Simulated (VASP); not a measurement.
A run of VASP 6.6.1:

The input POSCAR:

```
AlNi
1.0
    1.9890720648     -2.0039447516      0.0000000000
    1.9890720648      2.0039447516      0.0000000000
    0.0000000000      0.0000000000      3.1799704490
Al Ni
1 1
Direct
    0.0000000000      0.0000000000      0.0000000000
    0.5000000000      0.5000000000      0.5000000000
```

The input INCAR.step1:

```
SYSTEM = AlNi
  PREC = Accurate
  ENCUT = 520
  ISMEAR = -1
  SIGMA = 0.05
  LREAL = .False.
  LASPH = .True.
  NELM = 150
  ISPIN = 2
  MAGMOM = 0 2
  LMAXMIX = 4
  NBANDS = 18
  GGA = PE
  ALGO = Normal
  EDIFF = 1E-4
  LWAVE = .True.
  LCHARG = .False.
```

The input INCAR.step2:

```
SYSTEM = AlNi
  PREC = Accurate
  ENCUT = 520
  EDIFF = 1E-6
  ISMEAR = -1
  SIGMA = 0.05
  LREAL = .False.
  LASPH = .True.
  NELM = 150
  ALGO = Normal
  ISIF = 2
  LWAVE = .False.
  LCHARG = .True.
  ISPIN = 2
  MAGMOM = 0 2
  LORBIT = 11
  LMAXMIX = 4
  METAGGA = R2SCAN
  LMIXTAU = .True.
  IVDW = 12
  VDW_S6 = 1.0
  VDW_S8 = 0.78981345
  VDW_A1 = 0.49484001
  VDW_A2 = 5.73083694
  LELF = .True.
  LVHAR = .True.
  NBANDS = 18
  ISTART = 1
```

KPOINTS

```
Automatic mesh
0
Gamma
  10 10 9
  0 0 0
```

Potentials or basis: VASP PAW PBE potentials, release 64 (Al, Ni).

Command:

```console
$ cat potpaw_PBE.64/Al/POTCAR potpaw_PBE.64/Ni/POTCAR > POTCAR
$ cp INCAR.step1 INCAR
$ mpirun -np 1 vasp_std > vasp.out
$ cp INCAR.step2 INCAR
$ mpirun -np 1 vasp_std > vasp.out
```

Hardware: 1 thread of Intel Xeon 6975P-C, with other jobs on the host.

Question: How long does it take, and how much memory?

Answer: It took 3.4 min on 1 thread of Intel Xeon 6975P-C (shared host), peak memory 0.25 GiB. Counts: k points 155.
